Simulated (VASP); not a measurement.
## CsPtS: relaxation of cell and atoms with PBE

CsPtS:

```
Cs Pt S
1.0
     3.59801    0.00000    0.00000
     0.00000    3.59801    0.00000
     0.00000    0.00000    6.26746
Cs Pt S
1 1 1
Direct
  0.00000 0.00000 0.00000
  0.00000 0.00000 0.50000
  0.50000 0.50000 0.50000
```

The cell was built from a structure type or drawn by symmetry, and may not be a known phase.

* Program: VASP 6.6.1
* Task: relaxation of cell and atoms
* Functional: PBE
* Potentials or basis: VASP PAW PBE potentials, release 64 (Cs_sv, Pt, S)
* Cutoff: 600 eV
* k mesh: 14 × 14 × 8
* Occupations: gaussian, width 0.1 eV
* Spin: no spin polarisation
* Dipole correction: no
* Further INCAR settings: ALGO = Normal; EDIFF = 1e-06; IBRION = 2; EDIFFG = -0.01; NSW = 100; ISIF = 3

```json
{
  "Relaxed volume": "27.17 Å³/atom",
  "Relaxed cell": "a = 3.598 Å, b = 3.598 Å, c = 6.297 Å, α = 90.00°, β = 90.00°, γ = 90.00°",
  "Space group after relaxing (to 0.1 Å)": "P4/mmm (No. 123)",
  "Energy gained by relaxing": "0.2 meV/atom",
  "Ionic steps": "6",
  "Pressure after relaxing": "0.0 GPa",
  "Band gap on the k mesh": "zero (an odd number of electrons rules out a gap without spin polarisation)"
}
```

The path:
| step | energy change (eV) | largest force (eV/Å) | pressure (GPa) | volume (Å³) |
| --- | --- | --- | --- | --- |
| 1 | 0.0000 | 0.0000 | 0.20 | 81.14 |
| 2 | -0.0005 | 0.0000 | -0.03 | 81.53 |
| 3 | -0.0005 | 0.0000 | -0.04 | 81.56 |
| 4 | -0.0005 | 0.0000 | -0.07 | 81.62 |
| 5 | -0.0005 | 0.0000 | -0.04 | 81.58 |
| 6 | -0.0005 | 0.0000 | 0.01 | 81.51 |

Final structure:
```cif
data_structure
_symmetry_space_group_name_H-M 'P 1'
_symmetry_Int_Tables_number 1
_cell_length_a 3.5979
_cell_length_b 3.5979
_cell_length_c 6.2966
_cell_angle_alpha 90.000
_cell_angle_beta 90.000
_cell_angle_gamma 90.000
_cell_volume 81.51
loop_
_atom_site_label
_atom_site_type_symbol
_atom_site_fract_x
_atom_site_fract_y
_atom_site_fract_z
_atom_site_occupancy
Cs1 Cs 0.00000 0.00000 0.00000 1
Pt1 Pt 0.00000 0.00000 0.50000 1
S1 S 0.50000 0.50000 0.50000 1
```

Levels at points of the mesh, in eV from the Fermi level:
| k point | band 11 | band 12 | band 13 | band 14 | band 15 | band 16 |
| --- | --- | --- | --- | --- | --- | --- |
| (0.00, 0.00, 0.00) | -2.26 | -1.96 | -1.96 | 0.37 | 0.71 | 1.62 |
| (0.50, 0.00, 0.00) | -1.45 | -0.03 | 2.23 | 3.08 | 3.36 | 4.04 |
| (0.50, 0.50, 0.00) | -2.26 | -1.31 | -0.79 | -0.60 | 0.03 | 3.51 |
| (0.00, 0.00, 0.50) | -1.86 | -1.86 | -1.46 | 0.99 | 1.31 | 1.56 |
| (0.50, 0.00, 0.50) | -1.04 | -0.05 | 1.44 | 1.47 | 2.54 | 3.11 |
| (0.50, 0.50, 0.50) | -1.59 | -1.31 | -0.74 | 0.28 | 0.86 | 3.27 |

Run time: 4.6 min on 1 thread of Intel(R) Xeon(R) 6975P-C (Granite Rapids), with other jobs on the host, peak memory 0.47 GiB.

Caveat: spin-orbit coupling is left out, which moves the levels of the heavy elements.
